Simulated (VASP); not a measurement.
Input of a VASP 6.6.1 run:

Contents of INCAR:

```
SYSTEM = Ag
PREC = Accurate ; ENCUT = 520
EDIFF = 1E-6 ; ISMEAR = -1
SIGMA = 0.03 ; LREAL = .False.
LASPH = .True. ; NELM = 60
ALGO = Normal ; ISIF = 2
LWAVE = .False. ; LCHARG = .True.
GGA = PE ; LELF = .True.
LVHAR = .True. ; NBANDS = 18
```

The input KPOINTS:

```
regular mesh
0
Gamma
  18 18 10
  0 0 0
```

File POSCAR:

```
Ag
1.0
    2.9299980804      0.0000000000      0.0000000000
   -1.4649990402      2.5374527707      0.0000000000
    0.0000000000      0.0000000000      4.7900000000
Ag
2
Direct
    0.3333333333      0.6666666667      0.2500000000
    0.6666666667      0.3333333333      0.7500000000
```

Potentials or basis: VASP PAW PBE potentials, release 64 (Ag).

The run is started by

```console
$ cat potpaw_PBE.64/Ag/POTCAR > POTCAR
$ mpirun -np 1 vasp_std > vasp.out
```

(1) Predict the pressure.

(2) What does it give for the band gap on the k mesh?

Answers

(1) 0.3 GPa.

(2) zero (bands 11 and 12 overlap by 7.36 eV).
